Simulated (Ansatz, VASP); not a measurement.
**SrTa2O2: VASP beside Ansatz**

```xyz
5
Lattice="-2.7365 2.7365 2.8722 2.7365 -2.7365 2.8722 2.7365 2.7365 -2.8722" Properties=species:S:1:pos:R:3 pbc="T T T"
Sr    0.0000    0.0000    0.0000
Ta    0.0000    2.7365    0.0000
Ta    2.7365    0.0000    0.0000
O     0.0000    0.0000    3.7081
O     0.0000    0.0000    2.0364
```

Alike in both runs: task relaxation of cell and atoms; functional PBE; k mesh 4 × 4 × 4; occupations gaussian, width 0.1 eV; no spin polarisation.

|  | VASP | Ansatz |
| --- | --- | --- |
| version | VASP 6.6.1 | Ansatz 0.2.0 |
| potentials or method | VASP PAW PBE potentials, release 64 (Sr_sv, Ta_pv, O), cutoff 600 eV | scalar-relativistic, plane waves, PAW |
| valence electrons in the cell | 44 | 48 |

Ansatz gave:

* gap on the k mesh at the Fermi level, each at its own relaxed structure (eV): none
* relaxed volume (Å³/atom): 20.98
* relaxed cell length with the largest relative difference (Å): 5.153

**Question.** Estimate VASP's values.

**Answer.** gap on the k mesh at the Fermi level, each at its own relaxed structure (eV): none; relaxed volume (Å³/atom): 20.81; relaxed cell length with the largest relative difference (Å): 5.137.

A gap of «none» marks a metal or a gap that the smearing closes. VASP's potentials hold 44 valence electrons a cell and Ansatz's 48, so a difference there can come from the potentials and not from the codes.

The k mesh is coarse, so the values compare programs but aren't converged. Neither program's run includes spin-orbit coupling. Noted on VASP's run: the volume moved by over 15 % at a fixed basis, so the end points are rough.
